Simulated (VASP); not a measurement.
Wanted: the native input for a VASP 6.6.1 run.

| Quantity | Value |
| --- | --- |
| Task | relaxation of cell and atoms |
| Functional | PBE |
| Potentials or basis | VASP PAW PBE potentials, release 64 (Mg, Cd, Se) |
| Cutoff | 600 eV |
| k mesh | 12 × 12 × 2 |
| Occupations | gaussian, width 0.02 eV |
| Spin | no spin polarisation |
| Dipole correction | no |
| Further INCAR settings | ALGO = Normal; EDIFF = 1e-07; IBRION = 2; EDIFFG = -0.01; NSW = 100; ISIF = 3 |

The structure of Mg5CdSe6 lies in POSCAR:

```
Mg5CdSe6
1.0
    3.9236654000      0.0000000000      0.0000000000
   -1.9618327000      3.3979939000      0.0000000000
    0.0000000000      0.0000000000     19.2384152000
Mg Cd Se
5 1 6
Direct
    0.3333333000      0.6666667000      0.8293230000
    0.6666667000      0.3333333000      0.6646540000
    0.0000000000      0.0000000000      0.5000000000
    0.3333333000      0.6666667000      0.3353460000
    0.6666667000      0.3333333000      0.1706770000
    0.0000000000      0.0000000000      0.0000000000
    0.0000000000      0.0000000000      0.7469140000
    0.3333333000      0.6666667000      0.5823130000
    0.6666667000      0.3333333000      0.4176870000
    0.0000000000      0.0000000000      0.2530860000
    0.3333333000      0.6666667000      0.0890590000
    0.6666667000      0.3333333000      0.9109410000
```

One way to write it, as run:

INCAR

```
SYSTEM = Mg5CdSe6
ALGO = Normal
EDIFF = 1E-7
EDIFFG = -0.01
ENCUT = 600
GGA = PE
IBRION = 2
ISIF = 3
ISMEAR = 0
LASPH = .True.
LCHARG = .False.
LREAL = .False.
LWAVE = .False.
NELM = 100
NSW = 100
PREC = Accurate
SIGMA = 0.02
```

KPOINTS

```
k-points
0
Gamma
  12 12 2
  0 0 0
```

Potentials or basis: VASP PAW PBE potentials, release 64 (Mg, Cd, Se).

Launch:

```bash
$ cat potpaw_PBE.64/Mg/POTCAR potpaw_PBE.64/Cd/POTCAR potpaw_PBE.64/Se/POTCAR > POTCAR
$ mpirun -np 1 vasp_std > vasp.out
```

Results of the run:

| Property | Result |
| --- | --- |
| Relaxed volume | 21.35 Å³/atom |
| Relaxed cell | a = 3.922 Å, b = 3.922 Å, c = 19.234 Å, α = 90.00°, β = 90.00°, γ = 120.00° |
| Space group after relaxing (to 0.1 Å) | P-3m1 (No. 164) |
| Energy gained by relaxing | 0.0 meV/atom |
| Ionic steps | 7 |
| Pressure after relaxing | 0.0 GPa |
| Largest force after relaxing | 0.008 eV/Å |
| Band gap on the k mesh | 1.09 eV (least direct gap 1.52 eV) |

Wall time 37 min on 1 thread of Oxide Virtual Turin-like Processor, on a shared host, peak memory 0.68 GiB.
